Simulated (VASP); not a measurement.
Al30Cu (a cell with a defect), 31 atoms in the cell. The cell holds a defect, 31 atoms: a = 8.100 Å, b = 8.100 Å, c = 8.100 Å, α = 90.00°, β = 90.00°, γ = 90.00°. 

```yaml
Program: VASP 6.6.1
Task: single point
Functional: PBE
Dispersion: D3(BJ)
Potentials_or_basis: VASP PAW PBE potentials, release 64 (Al, Cu)
Cutoff: 520 eV
k_mesh: 3 × 3 × 3
Occupations: gaussian, width 0.1 eV
Spin: no spin polarisation
Dipole_correction: no
Further_INCAR_settings: LREAL = Auto; ALGO = Normal; EDIFF = 1e-06; NBANDS = 72
```

Potentials or basis: VASP PAW PBE potentials, release 64 (Al, Cu).

The run is started by

```bash
$ cat potpaw_PBE.64/Al/POTCAR potpaw_PBE.64/Cu/POTCAR > POTCAR
$ mpirun -np 1 vasp_std > vasp.out
```

Hardware: 1 thread of Intel(R) Xeon(R) 6975P-C (Granite Rapids), with other jobs on the host.

Q: How long does it take, and how much memory?

A: It took 10 min on 1 thread of Intel(R) Xeon(R) 6975P-C (Granite Rapids), with other jobs on the host, peak memory 0.65 GiB. Counts: scf iterations 24, k points 14.
